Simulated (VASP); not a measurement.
Wanted: the native input for a VASP 6.6.1 run.

```
Task                   : single point
Functional             : LDA
Potentials or basis    : VASP PAW LDA potentials, release 64 (Mo_sv)
Cutoff                 : 520 eV
k mesh                 : 14 × 14 × 14
Occupations            : fermi-dirac, width 0.1 eV
Spin                   : no spin polarisation
Dipole correction      : no
Further INCAR settings : ALGO = Normal; EDIFF = 1e-06; NBANDS = 13
```

The structure of Mo lies in POSCAR:

```
Mo
1.0
   -1.5565618034      1.5565618034      1.5565618034
    1.5565618034     -1.5565618034      1.5565618034
    1.5565618034      1.5565618034     -1.5565618034
Mo
1
Direct
    0.0000000000      0.0000000000      0.0000000000
```

These files were run (other wordings do the same):

INCAR

```
PREC = Accurate ; ENCUT = 520
EDIFF = 1E-6 ; ISMEAR = -1
SIGMA = 0.1 ; LREAL = F
LASPH = T ; NELM = 60
ALGO = Normal ; ISIF = 2
LWAVE = F ; LCHARG = T
GGA = CA ; LELF = T
LVHAR = T ; NBANDS = 13
```

KPOINTS

```
Automatic mesh
0
Gamma
  14 14 14
```

Potentials or basis: VASP PAW LDA potentials, release 64 (Mo_sv).

Run with:

```bash
$ cat potpaw_LDA.64/Mo_sv/POTCAR > POTCAR
$ mpirun -np 1 vasp_std > vasp.out
```

Results of the run:

The pressure is 1.2 GPa and the band gap on the k mesh is zero (band 7 reaches 17.26 eV, above the bottom of band 8 at 11.60 eV).

It took 23 s on 1 thread of Intel Xeon 8259CL, on a shared host, peak memory 0.13 GiB.
